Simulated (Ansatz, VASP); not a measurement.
**Two plane-wave programs on Hg**

The input INCAR:

```
ALGO = Normal
EDIFF = 1E-8
ENCUT = 520
GGA = PE
ISIF = 2
ISMEAR = -1
LASPH = True
LCHARG = False
LEFG = True
LREAL = False
LWAVE = False
NBANDS = 12
NELM = 60
PREC = Accurate
SIGMA = 0.05
```

KPOINTS

```
k-points
0
Gamma
  12 12 12
```

File POSCAR:

```
Hg
1.0
    3.1242367608      0.0000000000      0.0000000000
    0.0000000000      3.1242367608      0.0000000000
    0.0000000000      0.0000000000      3.1242367608
Hg
1
Direct
    0.0000000000      0.0000000000      0.0000000000
```

Input for Ansatz:

```yaml
crystal:
  lattice:
    - [3.1242367608, 0.0, 0.0]
    - [0.0, 3.1242367608, 0.0]
    - [0.0, 0.0, 3.1242367608]
  atoms:
    - { symbol: Hg, position: [0.0, 0.0, 0.0] }
kpoints:
  mp_grid: { grid: [12, 12, 12] }
scf:
  occupations: { method: fermi_dirac, width: 0.05 }
hamiltonian:
  xc: pbe
  pseudopotentials: { kind: paw }
output:
  forces: true
  stress: true
  eigenvalues: true
  efg: { contact_densities: true }
  write_density: true
  write_potential: true
  elf: true
  volumetric_format: npy
```

Change from the starting cell: volume scaled by 1.03, PAW files.

Alike in both runs: task electric field gradients; functional PBE; k mesh 12 × 12 × 12; occupations fermi-dirac, width 0.05 eV; no spin polarisation.

|  | VASP | Ansatz |
| --- | --- | --- |
| version | VASP 6.6.1 | Ansatz 0.2.0 |
| potentials or method | VASP PAW PBE potentials, release 64 (Hg) | PAW with Ansatz's default frozen-core files, scalar-relativistic |
| plane-wave cutoff (eV) | 520 | 420 |
| valence electrons in the cell | 12 | 20 |

VASP gave:

```
pressure (GPa) : -0.1
```

Task: Estimate Ansatz's values.

Result: Pressure (GPa): -0.3.

With one functional, cell and mesh, what is left measures potentials, basis and numerics. VASP's potentials hold 12 valence electrons a cell and Ansatz's 20, so a difference there can come from the potentials and not from the codes.

Neither program's run includes spin-orbit coupling.
